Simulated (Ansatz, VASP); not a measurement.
**Two plane-wave programs on BN**

```xyz
2
Lattice="0.0000 1.7753 1.7753 1.7753 0.0000 1.7753 1.7753 1.7753 0.0000" Properties=species:S:1:pos:R:3 pbc="T T T"
B     0.8877    0.8877    0.8877
N     1.7753    1.7753    1.7753
```

Alike in both runs: task single point; functional PBE; k mesh 12 × 12 × 12; occupations gaussian, width 0.02 eV; no spin polarisation.

|  | VASP | Ansatz |
| --- | --- | --- |
| version | VASP 6.6.1 | Ansatz 0.2.0 |
| potentials or method | VASP PAW PBE potentials, release 64 (B, N), cutoff 520 eV | scalar-relativistic, plane waves, PAW |
| valence electrons in the cell | 8 | 8 |

```tsv
	VASP	Ansatz	Ansatz less VASP
gap on the k mesh at the Fermi level (eV)	4.51	4.53	+0.012
least direct gap on the mesh (eV)	9.08	9.09	+0.011
pressure (GPa)	26.2	25.7	-0.45
```
